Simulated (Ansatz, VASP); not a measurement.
**Two plane-wave programs on AlN**

The input INCAR:

```
  PREC = Accurate
  ENCUT = 600
  EDIFF = 1E-7
  ISMEAR = 0
  SIGMA = 0.1
  LREAL = F
  LASPH = T
  NELM = 60
  ALGO = Normal
  ISIF = 3
  LWAVE = F
  LCHARG = F
  GGA = PE
  IVDW = 12
  IBRION = 2
  NSW = 80
  EDIFFG = -0.05
```

KPOINTS

```
regular mesh
0
Gamma
  12 12 12
```

File POSCAR:

```
AlN
1.0
    1.4309353038      0.8261508828      3.7626108303
   -1.4309353038      0.8261508828      3.7626108303
    0.0000000000     -1.6523017657      3.7626108303
Al N
1 1
Direct
    0.9996975442      0.9996975442      0.9996975442
    0.3327354558      0.3327354558      0.3327354558
```

Input for Ansatz:

```yaml
crystal:
  lattice:
    - [1.4309353038, 0.8261508828, 3.7626108303]
    - [-1.4309353038, 0.8261508828, 3.7626108303]
    - [0.0, -1.6523017657, 3.7626108303]
  atoms:
    - { symbol: Al, position: [0.9996975442, 0.9996975442, 0.9996975442] }
    - { symbol: "N", position: [0.3327354558, 0.3327354558, 0.3327354558] }
basis:
  ecutwfc: 420
kpoints:
  mp_grid: { grid: [12, 12, 12] }
hamiltonian:
  xc: pbe
  dispersion: d3bj
scf:
  occupations: { method: gaussian, width: 0.1 }
output:
  forces: true
  stress: true
  eigenvalues: true
relax:
  adjacent_minimum: "off"
  f_tol: 0.05
  max_steps: 60
  cell: { stress_tol: 0.5 }
```

Alike in both runs: task relaxation of cell and atoms; functional PBE; dispersion D3(BJ); k mesh 12 × 12 × 12; occupations gaussian, width 0.1 eV; no spin polarisation.

|  | VASP | Ansatz |
| --- | --- | --- |
| version | VASP 6.6.1 | Ansatz 0.2.0 |
| potentials or method | VASP PAW PBE potentials, release 64 (Al, N), cutoff 600 eV | scalar-relativistic, plane waves, PAW |
| valence electrons in the cell | 8 | 8 |

VASP gave:

| Item | Value |
| --- | --- |
| gap on the k mesh at the Fermi level, each at its own relaxed structure (eV) | 3.31 |
| relaxed volume (Å³/atom) | 10.43 |
| relaxed cell length with the largest relative difference (Å) | 3.088 |

What did Ansatz give for the same quantities?

gap on the k mesh at the Fermi level, each at its own relaxed structure (eV): 3.32; relaxed volume (Å³/atom): 10.44; relaxed cell length with the largest relative difference (Å): 3.091.

Noted on VASP's run: the volume moved by over 15 % at a fixed basis, so the end points are rough.
